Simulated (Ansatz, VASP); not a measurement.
## Two plane-wave programs on NbSiO4

INCAR

```
  ALGO = Normal
  EDIFF = 1E-6
  ENCUT = 520
  GGA = PE
  ISIF = 2
  ISMEAR = 0
  ISPIN = 2
  LASPH = T
  LCHARG = T
  LELF = T
  LMAXMIX = 4
  LORBIT = 11
  LREAL = F
  LVHAR = T
  LWAVE = F
  MAGMOM = 0.63 0 0.02 0.02 -0.02 -0.02
  NBANDS = 34
  NELM = 150
  PREC = Accurate
  SIGMA = 0.1
```

The input KPOINTS:

```
k-points
0
Gamma
  6 6 4
```

Contents of POSCAR:

```
NbSiO4
1.0
    3.2670780500      0.0000000000      0.0000000000
    0.0000000000      3.2670780500      0.0000000000
    0.0000000000      0.0000000000      5.7420966400
Nb Si O
1 1 4
Direct
    0.5000000000      0.5000000000      0.5000000000
    0.0000000000      0.0000000000      0.0000000000
    0.5000000000      0.0000000000      0.0000000000
    0.0000000000      0.5000000000      0.0000000000
    0.0000000000      0.0000000000      0.2737000000
    0.0000000000      0.0000000000      0.7263000000
```

Input for Ansatz:

```yaml
crystal:
  lattice:
    - [3.26707805, 0.0, 0.0]
    - [0.0, 3.26707805, 0.0]
    - [0.0, 0.0, 5.74209664]
  atoms:
    - { symbol: Nb, position: [0.5, 0.5, 0.5] }
    - { symbol: Si, position: [0.0, 0.0, 0.0] }
    - { symbol: O, position: [0.5, 0.0, 0.0] }
    - { symbol: O, position: [0.0, 0.5, 0.0] }
    - { symbol: O, position: [0.0, 0.0, 0.2737] }
    - { symbol: O, position: [0.0, 0.0, 0.7263] }
basis:
  ecutwfc: 420
kpoints:
  mp_grid: { grid: [6, 6, 4] }
hamiltonian:
  xc: pbe
scf:
  occupations: { method: gaussian, width: 0.1 }
  lower_state_search: "off"
output:
  forces: true
  stress: true
  eigenvalues: true
  populations: true
magnetization:
  spin_polarized: true
```

Change from the starting cell: species swapped into the AlTlF4 type (P4/mmm, No. 123).

Alike in both runs: task single point; functional PBE; k mesh 6 × 6 × 4; occupations gaussian, width 0.1 eV; collinear spin.

```csv
,VASP,Ansatz
version,VASP 6.6.1,Ansatz 0.2.0
potentials or method,"VASP PAW PBE potentials, release 64 (Nb_sv, Si, O), cutoff 520 eV","scalar-relativistic, plane waves, PAW"
valence electrons in the cell,41,41
```

```csv
,VASP,Ansatz,Ansatz less VASP
gap on the k mesh at the Fermi level (eV),none,none,-
pressure (GPa),20.5,20.3,-0.25
"traceless stress, the component that is largest in VASP (GPa)",33.65,33.29,-0.355
rms of the force components (eV/Å),3.573,3.541,-0.0324
net moment per atom (μB),0.13,0.13,-0.001
size of the moment on the site where the two differ most (μB),0.62,0.57,-0.050
```

Site moments also hang on the region over which each program counts them. Atom by atom the forces differ by 0.032 eV/Å (rms over components). A gap of «none» marks a metal or a gap that the smearing closes. With one functional, cell and mesh, what is left measures potentials, basis and numerics. Ansatz's warnings: no starting moments.
